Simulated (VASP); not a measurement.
Here is a VASP 6.6.1 calculation.

The input INCAR:

```
SYSTEM = Cu
PREC     = Accurate       ! precision mode
ENCUT    = 700            ! plane-wave cutoff, eV
EDIFF    = 1E-6           ! SCF threshold, eV
ISMEAR   = 0              ! smearing method
SIGMA    = 0.15           ! smearing width, eV
LREAL    = .FALSE.        ! projectors in reciprocal space
LASPH    = .TRUE.         ! aspherical terms in the spheres
NELM     = 120            ! most SCF steps
ALGO     = Normal         ! electronic algorithm
ISIF     = 2              ! what is computed and relaxed
LWAVE    = .FALSE.        ! write WAVECAR
LCHARG   = .TRUE.         ! write CHGCAR
GGA      = PS             ! functional
LELF     = .TRUE.         ! ELF
LVHAR    = .TRUE.       
NBANDS   = 16             ! bands
GGA_COMPAT= .FALSE.
```

Contents of KPOINTS:

```
Automatic mesh
0
G
  24 24 24
  0 0 0
```

The input POSCAR:

```
Cu
1.0
   -1.4427933200      1.4427933200      1.3554402282
    1.4427933200     -1.4427933200      1.3554402282
    1.4427933200      1.4427933200     -1.3554402282
Cu
1
Direct
    0.0000000000      0.0000000000      0.0000000000
```

Potentials or basis: VASP PAW PBE potentials, release 64 (Cu_sv_GW).

Command:

```bash
$ cat potpaw_PBE.64/Cu_sv_GW/POTCAR > POTCAR
$ mpirun -np 1 vasp_std > vasp.out
```

Task: Estimate the pressure.

Result: -2.9 GPa.

Stress tensor (GPa, compression positive):
```
-2.98  0.00  0.00
 0.00 -2.98  0.00
 0.00  0.00 -2.84
```

Caveat: the cell differs from its parent crystal (strain +0.000 along x and y, -0.015 along z); the PAW data sets were made with another functional, which shifts forces and pressure a little.
